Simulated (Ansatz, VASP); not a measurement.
**Te2Mo in VASP and in Ansatz**

The input INCAR:

```
SYSTEM = Te2Mo
ALGO     = Normal         ! electronic algorithm
EDIFF    = 1E-7           ! SCF threshold, eV
ENCUT    = 520            ! plane-wave cutoff, eV
GGA      = CA             ! functional
ISIF     = 2              ! what is computed and relaxed
ISMEAR   = 0              ! smearing method
LASPH    = .True.         ! aspherical terms in the spheres
LCHARG   = .True.         ! write CHGCAR
LELF     = .True.         ! ELF
LREAL    = .False.        ! projectors in reciprocal space
LVHAR    = .True.       
LWAVE    = .False.        ! write WAVECAR
NBANDS   = 49             ! bands
NELM     = 100            ! most SCF steps
PREC     = Accurate       ! precision mode
SIGMA    = 0.05           ! smearing width, eV
```

Contents of KPOINTS:

```
k-points
0
Gamma
  12 12 1
  0 0 0
```

POSCAR

```
Te2Mo
1.0
    3.4709964735      0.0000000000      0.0000000000
   -1.7354982368      3.0059711225      0.0000000000
    0.0000000000      0.0000000000     31.7168630691
Te Mo
6 3
Direct
    0.0000000000      0.0000000000      0.9405159683
    0.3333333333      0.6666666667      0.7128929968
    0.3333333333      0.6666666667      0.1682534351
    0.3333333333      0.6666666667      0.8317465649
    0.3333333333      0.6666666667      0.2871070032
    0.0000000000      0.0000000000      0.0594840317
    0.0000000000      0.0000000000      0.7722229666
    0.0000000000      0.0000000000      0.2277770334
    0.3333333333      0.6666666667      0.0000000000
```

Input for Ansatz:

```yaml
crystal:
  lattice:
    - [3.4709964735, 0.0, 0.0]
    - [-1.7354982368, 3.0059711225, 0.0]
    - [0.0, 0.0, 31.7168630691]
  atoms:
    - { symbol: Te, position: [0.0, 0.0, 0.9405159683] }
    - { symbol: Te, position: [0.3333333333, 0.6666666667, 0.7128929968] }
    - { symbol: Te, position: [0.3333333333, 0.6666666667, 0.1682534351] }
    - { symbol: Te, position: [0.3333333333, 0.6666666667, 0.8317465649] }
    - { symbol: Te, position: [0.3333333333, 0.6666666667, 0.2871070032] }
    - { symbol: Te, position: [0.0, 0.0, 0.0594840317] }
    - { symbol: Mo, position: [0.0, 0.0, 0.7722229666] }
    - { symbol: Mo, position: [0.0, 0.0, 0.2277770334] }
    - { symbol: Mo, position: [0.3333333333, 0.6666666667, 0.0] }
basis:
  ecutwfc: 420
kpoints:
  mp_grid: { grid: [12, 12, 1] }
hamiltonian:
  xc: lda
scf:
  occupations: { method: gaussian, width: 0.05 }
output:
  forces: true
  stress: true
  eigenvalues: true
```

Change from the starting cell: strain +0.000 along x and y, +0.050 along z, atoms carried along.

Alike in both runs: task single point; functional LDA; k mesh 12 × 12 × 1; occupations gaussian, width 0.05 eV; no spin polarisation.

|  | VASP | Ansatz |
| --- | --- | --- |
| version | VASP 6.6.1 | Ansatz 0.2.0 |
| potentials or method | VASP PAW LDA potentials, release 64 (Te, Mo_sv), cutoff 520 eV | scalar-relativistic, plane waves, PAW |
| valence electrons in the cell | 78 | 138 |

```tsv
	VASP	Ansatz	Ansatz less VASP
gap on the k mesh at the Fermi level (eV)	0.76	0.76	-0.004
least direct gap on the mesh (eV)	1.12	1.12	-0.001
rms of the force components (eV/Å)	0.499	0.520	+0.0215
```

LDA's correlation is that of Perdew and Zunger in VASP and of Perdew and Wang (1992) in Ansatz. Atom by atom the forces differ by 0.021 eV/Å (rms over components). VASP's potentials hold 78 valence electrons a cell and Ansatz's 138, so a difference there can come from the potentials and not from the codes.

Spin-orbit coupling is off throughout.
